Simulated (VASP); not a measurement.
A run of VASP 6.6.1:

The input POSCAR:

```
TaN
1.0
    2.8417400082      0.0000000000      0.0000000000
   -1.4208700041      2.4610190381      0.0000000000
    0.0000000000      0.0000000000      2.8023276170
Ta N
1 1
Direct
    0.3333333333      0.6666666667      0.5000000000
    0.0000000000      0.0000000000      0.0000000000
```

File INCAR.step1:

```
SYSTEM = TaN
ALGO = Normal
EDIFF = 1E-4
ENCUT = 600
GGA = PE
ISMEAR = 0
LASPH = .TRUE.
LCHARG = .FALSE.
LREAL = .FALSE.
LWAVE = .TRUE.
NELM = 60
PREC = Accurate
SIGMA = 0.1
```

Contents of INCAR.step2:

```
SYSTEM = TaN
ALGO = Normal
EDIFF = 1E-6
EDIFFG = -0.01
ENCUT = 600
IBRION = 2
ISIF = 4
ISMEAR = 0
ISTART = 1
LASPH = .TRUE.
LCHARG = .FALSE.
LMIXTAU = .TRUE.
LREAL = .FALSE.
LWAVE = .FALSE.
METAGGA = R2SCAN
NELM = 60
NSW = 50
PREC = Accurate
SIGMA = 0.1
```

The input KPOINTS:

```
k-points
0
G
  18 18 14
  0 0 0
```

Potentials or basis: VASP PAW PBE potentials, release 64 (Ta_pv, N).

Launch:

```console
$ cat potpaw_PBE.64/Ta_pv/POTCAR potpaw_PBE.64/N/POTCAR > POTCAR
$ cp INCAR.step1 INCAR
$ mpirun -np 1 vasp_std > vasp.out
$ cp INCAR.step2 INCAR
$ mpirun -np 1 vasp_std > vasp.out
```

Hardware: 1 thread of Oxide Virtual Turin-like Processor, on a shared host.

Problem. How long does it take, and how much memory?

Solution. It took 6.2 min on 1 thread of Oxide Virtual Turin-like Processor, with other jobs on the host, peak memory 0.19 GiB. Counts: k points 296, ion steps 3.
